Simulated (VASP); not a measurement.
Re, 1 atom in the cell. It takes space group I4/mmm (No. 139, tetragonal). The conventional cell has a = 3.242 Å, b = 3.242 Å, c = 3.037 Å, α = 90.00°, β = 90.00°, γ = 90.00°. Re (site symmetry 4/mmm) has 14 Re at 2.75 to 3.24 Å within 3.6 Å. 

```yaml
Program: VASP 6.6.1
Task: single point
Functional: PBE
Potentials_or_basis: VASP PAW PBE potentials, release 64 (Re_sv_GW)
Cutoff: 560 eV
k_mesh: 10 × 10 × 10
Occupations: gaussian, width 0.15 eV
Spin: no spin polarisation
Dipole_correction: no
Further_INCAR_settings: ALGO = Normal; EDIFF = 1e-06; NBANDS = 14
```

Potentials or basis: VASP PAW PBE potentials, release 64 (Re_sv_GW).

The run is started by

```sh
$ cat potpaw_PBE.64/Re_sv_GW/POTCAR > POTCAR
$ mpirun -np 1 vasp_std > vasp.out
```

Hardware: 1 thread of Intel(R) Xeon(R) Platinum 8259CL CPU @ 2.50GHz (Skylake/Cascade Lake), with other jobs on the host.

Task: Estimate the wall time of this run.

Result: It took 24 s on 1 thread of Intel(R) Xeon(R) Platinum 8259CL CPU @ 2.50GHz (Skylake/Cascade Lake), with other jobs on the host, peak memory 0.16 GiB. Counts: scf iterations 12, k points 102.
